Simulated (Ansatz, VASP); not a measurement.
**Two plane-wave programs on Ti3Al7**

```
Ti Al
1.0
     3.84535    0.00000    0.00000
     0.00000    3.84535    0.00000
     0.00000    0.00000   23.62281
Ti Al
3 7
Direct
  0.50000 0.50000 0.31749
  0.00000 0.00000 0.50000
  0.50000 0.50000 0.68251
  0.00000 0.00000 0.31749
  0.00000 0.50000 0.40874
  0.50000 0.00000 0.40874
  0.50000 0.50000 0.50000
  0.50000 0.00000 0.59126
  0.00000 0.50000 0.59126
  0.00000 0.00000 0.68251
```

Alike in both runs: task single point; functional PBE; k mesh 9 × 9 × 1; occupations gaussian, width 0.1 eV; no spin polarisation.

```csv
,VASP,Ansatz
version,VASP 6.6.1,Ansatz 0.2.0
potentials or method,"VASP PAW PBE potentials, release 64 (Ti_sv, Al), cutoff 520 eV","scalar-relativistic, plane waves, PAW"
valence electrons in the cell,57,57
```

|  | VASP | Ansatz | Ansatz less VASP |
| --- | --- | --- | --- |
| gap on the k mesh at the Fermi level (eV) | none | none | - |
| rms of the force components (eV/Å) | 0.103 | 0.103 | +0.0001 |

A gap of «none» marks a metal or a gap that the smearing closes. Ansatz's warnings: xc potential rough in thin density.
